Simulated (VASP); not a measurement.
InRh, 2 atoms in the cell. Symmetry: P4mm, No. 99, tetragonal system. The conventional cell has a = 3.196 Å, b = 3.196 Å, c = 3.196 Å, α = 90.00°, β = 90.00°, γ = 90.00°. Within 3.6 Å of In (site symmetry 4mm) lie 8 Rh at 2.76 to 2.78 Å and 6 In at 3.20 Å. Within 3.6 Å of Rh (site symmetry 4mm) lie 8 In at 2.76 to 2.78 Å and 6 Rh at 3.20 Å.  This cell differs from its parent crystal: all In atoms moved +0.013 Å, as atom 1 along Cartesian [0 1 0].

- Program: VASP 6.6.1
- Task: single point
- Functional: PBEsol
- Potentials or basis: VASP PAW PBE potentials, release 64 (In_d, Rh_pv)
- Cutoff: 520 eV
- k mesh: 16 × 16 × 16
- Occupations: gaussian, width 0.15 eV
- Spin: no spin polarisation
- Dipole correction: no
- Further INCAR settings: ALGO = Fast; EDIFF = 1e-06; NBANDS = 21

Potentials or basis: VASP PAW PBE potentials, release 64 (In_d, Rh_pv).

Command:

```console
$ cat potpaw_PBE.64/In_d/POTCAR potpaw_PBE.64/Rh_pv/POTCAR > POTCAR
$ mpirun -np 1 vasp_std > vasp.out
```

Hardware: 1 thread of Intel Xeon 6975P-C, on a shared host.

Q: How long does it take, and how much memory?

A: It took 2.1 min on 1 thread of Intel Xeon 6975P-C (shared host), peak memory 0.37 GiB. Counts: scf iterations 15, k points 405.
